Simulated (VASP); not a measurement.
**Ho4Pd: single point with PBE**

Crystal: Ho4Pd.

```xyz
5
Lattice="5.4217 0.0000 0.0000 0.0000 5.4217 0.0000 0.0000 0.0000 5.4217" Properties=species:S:1:pos:R:3 pbc="T T T"
Ho    0.0000    2.7109    2.7109
Ho    2.7109    2.7109    0.0000
Ho    2.7109    0.0000    2.7109
Ho    0.0000    0.0000    0.0000
Pd    2.7109    2.7109    2.7109
```

The cell was built from a structure type or drawn by symmetry, and may not be a known phase.

| Property | Result |
| --- | --- |
| Program | VASP 6.6.1 |
| Task | single point |
| Functional | PBE |
| Potentials or basis | VASP PAW PBE potentials, release 64 (Ho_3, Pd), 4f in core |
| Cutoff | 500 eV |
| k mesh | 8 × 8 × 8 |
| Occupations | gaussian, width 0.1 eV |
| Spin | no spin polarisation |

```yaml
Pressure: 0.2 GPa
Band_gap_on_the_k_mesh: zero (bands 23 and 24 overlap by 0.54 eV)
```

Levels at points of the mesh, in eV from the Fermi level:
| k point | band 20 | band 21 | band 22 | band 23 | band 24 | band 25 | band 26 | band 27 |
| --- | --- | --- | --- | --- | --- | --- | --- | --- |
| (0.00, 0.00, 0.00) | -1.56 | -1.56 | 0.02 | 0.02 | 0.02 | 0.96 | 0.96 | 0.96 |
| (0.50, 0.00, 0.00) | -1.18 | -0.69 | -0.24 | -0.24 | 0.17 | 0.70 | 0.71 | 0.71 |
| (0.50, 0.50, 0.00) | -2.35 | -1.82 | -0.27 | 0.21 | 0.22 | 0.29 | 0.29 | 0.50 |
| (0.50, 0.50, 0.50) | -2.52 | -2.17 | -1.34 | 0.34 | 0.34 | 0.34 | 0.92 | 0.92 |

Wall time 98 s on 1 thread of Intel(R) Xeon(R) Platinum 8375C CPU @ 2.90GHz (Ice Lake), on a shared host, peak memory 0.32 GiB.

Caveat: spin-orbit coupling is left out, which moves the levels of the heavy elements; the 4f electrons are frozen in the core, so they carry no moment and show no levels. Spin polarisation is off, so any magnetic state and its effect on volume and gap are missing.
